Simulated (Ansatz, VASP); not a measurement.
## Two plane-wave programs on Ru

```
Ru
1.0
     2.49041    0.00000    0.00000
     0.00000    2.49041    0.00000
     0.00000    0.00000    2.49041
Ru
1
Direct
  0.00000 0.00000 0.00000
```

Alike in both runs: task single point; functional r2SCAN; k mesh 21 × 21 × 21; occupations fermi-dirac, width 0.05 eV; collinear spin.

|  | VASP | Ansatz |
| --- | --- | --- |
| version | VASP 6.6.1 | Ansatz 0.2.0 |
| potentials or method | VASP PAW PBE potentials, release 64 (Ru_pv), cutoff 520 eV | plane waves (500 eV) with PAW, scalar-relativistic |
| valence electrons in the cell | 14 | 16 |

|  | VASP | Ansatz | Ansatz less VASP |
| --- | --- | --- | --- |
| net moment per atom (μB) | 0.00 | 0.00 | 0.000 |

VASP's potentials were made for PBE, not for r2SCAN. VASP's potentials hold 14 valence electrons a cell and Ansatz's 16, so a difference there can come from the potentials and not from the codes. Ansatz's warnings: seeded moment not kept, stability check not made.
